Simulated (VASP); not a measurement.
# Ti in VASP: a series of runs, part 2 of 2

VASP 6.6.1. The steps go on from the part before.

**4. Single point, PBEsol**

INCAR

```
SYSTEM = Ti
  PREC = Accurate
  ENCUT = 520
  EDIFF = 1E-6
  ISMEAR = -1
  SIGMA = 0.15
  LREAL = .False.
  LASPH = .True.
  NELM = 80
  ALGO = Normal
  ISIF = 2
  LWAVE = .False.
  LCHARG = .False.
  GGA = PS
  NBANDS = 90
```

KPOINTS

```
Automatic mesh
0
Gamma
  3 3 1
  0 0 0
```

POSCAR

```
Ti
1.0
    5.9000000000      0.0000000000      0.0000000000
    2.9500000000      5.1095500000      0.0000000000
    0.0000000000      0.0000000000     17.6846000000
Ti
13
Direct
    0.0000000000      0.0000000000      0.0565463737
    0.5000000000      0.0000000000      0.0565463737
   -0.0000024464      0.5000048928      0.0565463737
    0.4999975536      0.5000048928      0.0565463737
   -0.2429363913      0.3813643080      0.1760740984
    0.2718368524      0.3335127360      0.1925404024
   -0.1778184221      0.8607215900      0.1825769313
    0.3433727012      0.8357291738      0.1694751366
    0.0077272168      0.0272235324      0.2840324350
    0.4790189829     -0.0107837285      0.3190968413
    0.0225283626      0.4748754783      0.3411838549
    0.4637874776      0.4951708076      0.3145731314
    1.0481235553     -0.0467555851      0.4032265361
```

Potentials or basis: VASP PAW PBE potentials, release 64 (Ti_sv).

Command:

```bash
> cat potpaw_PBE.64/Ti_sv/POTCAR > POTCAR
> mpirun -np 1 vasp_std > vasp.out
```

OUTCAR:

```text
SYSTEM = Ti
   PREC = Accurate
   ENCUT = 520
   EDIFF = 1E-6
   ISMEAR = -1
   LREAL = .False.
   LASPH = .True.
   NELM = 80
   ISIF = 2
   GGA = PS

 ion  position               nearest neighbor table
   1  0.000  0.000  0.057-   8 2.66   7 2.76   5 2.89
   2  0.500  0.000  0.057-   8 2.58   7 2.77
   3  1.000  0.500  0.057-   6 2.78   5 2.83   7 2.89
   4  0.500  0.500  0.057-   5 2.49   8 2.63
   5  0.757  0.381  0.176-   4 2.49   8 2.57   9 2.67   3 2.83  12 2.88   1 2.89   7 2.90
   6  0.272  0.334  0.193-   8 2.78   3 2.78  12 2.82  10 2.85   7 2.91
   7  0.822  0.861  0.183-   9 2.54   1 2.76   2 2.77   3 2.89   5 2.90   8 2.91   6 2.91
   8  0.343  0.836  0.169-   5 2.57   2 2.58   4 2.63   9 2.66   1 2.66   6 2.78   7 2.91
   9  0.008  0.027  0.284-  13 2.14   7 2.54   8 2.66   5 2.67  10 2.75  11 2.87
  10  0.479  0.989  0.319-   9 2.75  11 2.81   6 2.85
  11  0.023  0.475  0.341-  12 2.71  10 2.81   9 2.87
  12  0.464  0.495  0.315-  11 2.71   6 2.82   5 2.88
  13  0.048  0.953  0.403-   9 2.14

  LATTYP: Found a hexagonal cell.
 ALAT       =     5.9000001019
 C/A-ratio  =     2.9973897787

  Lattice vectors:

 A1 = (  -2.9500000000,  -5.1095500000,   0.0000000000)
 A2 = (   5.9000000000,   0.0000000000,   0.0000000000)
 A3 = (   0.0000000000,   0.0000000000,  17.6846000000)

Analysis of symmetry for initial positions (statically):
=====================================================================
 Subroutine PRICEL returns:
 Original cell was already a primitive cell.

 Routine SETGRP: Setting up the symmetry group for a
 hexagonal supercell.

 Subroutine GETGRP returns: Found  1 space group operations
 (whereof  1 operations were pure point group operations)
 out of a pool of 24 trial point group operations.

The static configuration has the point symmetry C_1 .

[... 142 lines left out ...]
   IVDW    =     0    specifies the selected vdW correction
   LEPSILON=     F    determine dielectric tensor
   LRPA    =     F    only Hartree local field effects (RPA)
 non-spin polarized calculation
  energy-cutoff  :      520.00
  volume of cell :      533.13
 maximum number of plane-waves:     14387
 NGX is ok and might be reduce to    48
   NGX = 21   NGY = 21   NGZ = 65

 number of electron     155.9999997 magnetization

 Free energy of the ion-electron system (eV)
  ---------------------------------------------------
  ext. energy  EPLUGINS =         0.00000000
  ---------------------------------------------------
  free energy    TOTEN  =       -99.32642811 eV

  energy without entropy =      -97.51226245  energy(sigma->0) =      -98.41934528

 E-fermi :   1.2724     XC(G=0):  -6.1123

 val. band max:        1.2513506603   @ k =   0.3333   0.3333   0.0000
 cond. band min:       1.2797902077   @ k =   0.0000   0.3333   0.0000
 fundamental gap:      0.0284395475
 Fermi energy:         1.2723556976

 k-point     1 :       0.0000    0.0000    0.0000
  band No.  band energies     occupation
      1     -55.5072      2.00000
      2     -55.4575      2.00000
      3     -55.3793      2.00000
      4     -55.3709      2.00000
      5     -55.3193      2.00000
      6     -55.2970      2.00000
[... 454 lines left out ...]
     89       1.9653      0.01952
     90       2.0535      0.01089

------------------------ aborting loop because EDIFF is reached ----------------------------------------

  FORCE on cell =-STRESS in cart. coord.  units (eV):
  Direction    XX          YY          ZZ          XY          YZ          ZX
  --------------------------------------------------------------------------------------
  -------------------------------------------------------------------------------------
  Total      -11.7693683    -14.0326579     -1.1876465     -1.2141540     -0.3310611      1.7745123
  in kB      -35.3698998    -42.1716520     -3.5691751     -3.6488370     -0.9949215      5.3328540
  external PRESSURE =     -27.0369090 kB  Pullay stress =       0.0000000 kB

 VOLUME and BASIS-vectors are now :
 -----------------------------------------------------------------------------
  energy-cutoff  :      520.00
  volume of cell :      533.13
      direct lattice vectors                 reciprocal lattice vectors
     5.900000000  0.000000000  0.000000000     0.169491525 -0.097855976  0.000000000
     2.950000000  5.109550000  0.000000000     0.000000000  0.195711951  0.000000000
     0.000000000  0.000000000 17.684600000     0.000000000  0.000000000  0.056546374

 POSITION                                       TOTAL-FORCE (eV/Angst)
 -----------------------------------------------------------------------------------
      0.00000      0.00000      1.00000        -0.031590      0.363481      0.006852
      2.95000      0.00000      1.00000         0.611342      0.286251      0.000759
      7.37500      2.55480      1.00000        -0.139539      0.175405      0.619204
      4.42500      2.55480      1.00000        -0.800603     -0.254917     -0.557252
      5.59170      1.94860      3.11380         0.946521     -0.659563      0.415213
      2.58770      1.70410      3.40500         0.680947      0.137391     -0.036213
      7.39000      4.39790      3.22880        -0.847176     -0.446488     -0.578943
      4.49130      4.27020      2.99710        -0.653911      0.097885      0.490636
      0.12590      0.13910      5.02300        -0.162456     -0.175453      0.296999
      5.74440      5.05445      5.64310         0.328509     -0.068344     -0.201142
      1.53380      2.42640      6.03370        -0.368614      0.285706     -0.852494
      4.19710      2.53010      5.56310         0.231451      0.298780     -0.022488
      3.09600      4.87065      7.13090         0.205119     -0.040134      0.418869
 -----------------------------------------------------------------------------------
    total drift:                               -0.000101     -0.000049      0.000671

  FREE ENERGIE OF THE ION-ELECTRON SYSTEM (eV)
  ---------------------------------------------------
  free  energy   TOTEN  =       -99.3264281138 eV

  energy  without entropy=      -97.5122624550  energy(sigma->0) =      -98.41934528
```

stdout:

```text
POSCAR found type information on POSCAR Ti
 POSCAR found :  1 types and      13 ions
 scaLAPACK will be used
 -----------------------------------------------------------------------------
|                                                                             |
|                                                                             |
|     You enforced a specific xc type in the INCAR file but a different       |
|     I HOPE YOU KNOW WHAT YOU ARE DOING!                                     |
|                                                                             |
 -----------------------------------------------------------------------------

 LDA part: xc-table for (Slater+PW92), standard interpolation
 POSCAR, INCAR and KPOINTS ok, starting setup
 FFT: planning ... GRIDC
 FFT: planning ... GRID_SOFT
 FFT: planning ... GRID
 WAVECAR not read
 entering main loop
```

Run time: 19 min. Hardware: 1 thread of Intel Xeon Platinum 8259CL at 2.50GHz (Skylake/Cascade Lake), shared host; peak memory 0.7 GiB.

What came out:

```yaml
Free_energy: -99.3264 eV
Largest_force: 1.226 eV/Å
Band_gap_on_the_k_mesh: zero (band 78 reaches 1.56 eV, above the bottom of band 79 at 1.09 eV)
```

Forces in eV/Å, atoms in the order of the input:
```
Ti  -0.032  0.363  0.007
Ti   0.611  0.286  0.001
Ti  -0.140  0.175  0.619
Ti  -0.801 -0.255 -0.557
Ti   0.947 -0.660  0.415
Ti   0.681  0.137 -0.036
Ti  -0.847 -0.446 -0.579
Ti  -0.654  0.098  0.491
Ti  -0.162 -0.175  0.297
Ti   0.329 -0.068 -0.201
Ti  -0.369  0.286 -0.852
Ti   0.231  0.299 -0.022
Ti   0.205 -0.040  0.419
```

Levels at points of the mesh, in eV from the Fermi level:
| k point | band 74 | band 75 | band 76 | band 77 | band 78 | band 79 | band 80 | band 81 | band 82 | band 83 |
| --- | --- | --- | --- | --- | --- | --- | --- | --- | --- | --- |
| (0.00, 0.00, 0.00) | -0.18 | -0.09 | -0.05 | 0.14 | 0.29 | 0.42 | 0.54 | 0.56 | 0.60 | 0.61 |

Caveat: the k points lie up to 0.41 Å⁻¹ apart; the PAW data sets were made with another functional, which shifts forces and pressure a little.
